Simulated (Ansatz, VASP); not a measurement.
**Two plane-wave programs on Sr**

```
Sr
1.0
     0.00000    3.19447    3.11841
     3.19447    0.00000    3.11841
     3.19447    3.19447    0.00000
Sr
1
Cartesian
  0.0000 0.0000 0.0000
```

Change from the starting cell: strain +0.050 along x and y, +0.025 along z, atoms carried along.

Alike in both runs: task single point; functional PBEsol; k mesh 10 × 10 × 10; occupations gaussian, width 0.03 eV; no spin polarisation.

|  | VASP | Ansatz |
| --- | --- | --- |
| version | VASP 6.6.1 | Ansatz 0.2.0 |
| potentials or method | VASP PAW PBE potentials, release 64 (Sr_sv), cutoff 520 eV | scalar-relativistic, plane waves, PAW |
| valence electrons in the cell | 10 | 10 |

Ansatz gave:

| Item | Value |
| --- | --- |
| gap on the k mesh at the Fermi level (eV) | none |
| pressure (GPa) | -1.8 |

Q: Which values does VASP return?

A: gap on the k mesh at the Fermi level (eV): none; pressure (GPa): -1.7.

VASP's potentials were made for PBE, not for PBEsol. A gap of «none» marks a metal or a gap that the smearing closes.
